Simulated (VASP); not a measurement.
Input of a VASP 6.6.1 run:

Contents of INCAR:

```
SYSTEM = Zn5O
  ALGO = Normal
  EDIFF = 1E-7
  ENCUT = 520
  GGA = PE
  ISIF = 2
  ISMEAR = 0
  LASPH = .True.
  LCHARG = .False.
  LREAL = .False.
  LWAVE = .False.
  NBANDS = 42
  NELM = 100
  PREC = Accurate
  SIGMA = 0.1
```

File KPOINTS:

```
k-points
0
Gamma
  4 4 4
  0 0 0
```

The input POSCAR:

```
Zn5O
1.0
    5.0262401300      0.0000000000      0.0000000000
    0.0000000000      5.0262401300      0.0000000000
    0.0000000000      0.0000000000      3.9093016500
Zn O
5 1
Direct
    0.2803080000      0.2803080000      0.5000000000
    0.7196920000      0.7196920000      0.5000000000
    0.2803080000      0.7196920000      0.5000000000
    0.7196920000      0.2803080000      0.5000000000
    0.0000000000      0.0000000000      0.5000000000
    0.5000000000      0.5000000000      0.0000000000
```

Potentials or basis: VASP PAW PBE potentials, release 64 (Zn, O).

Run with:

```sh
$ cat potpaw_PBE.64/Zn/POTCAR potpaw_PBE.64/O/POTCAR > POTCAR
$ mpirun -np 1 vasp_std > vasp.out
```

**Question.** Predict the band gap on the k mesh.

**Answer.** Zero (bands 33 and 34 overlap by 1.15 eV).

**Question.** Estimate the pressure.

**Answer.** 31.6 GPa.

**Question.** Predict the largest force.

**Answer.** 2.634 eV/Å.

Stress tensor (GPa, compression positive):
```
51.62  0.00  0.00
 0.00 51.62  0.00
 0.00  0.00 -8.56
```

Caveat: the k points lie up to 0.40 Å⁻¹ apart, too coarse for converged energies and pressures of a metal; forces of over 1 eV/Å act on the atoms, so gaps and moduli don't describe the material at rest.
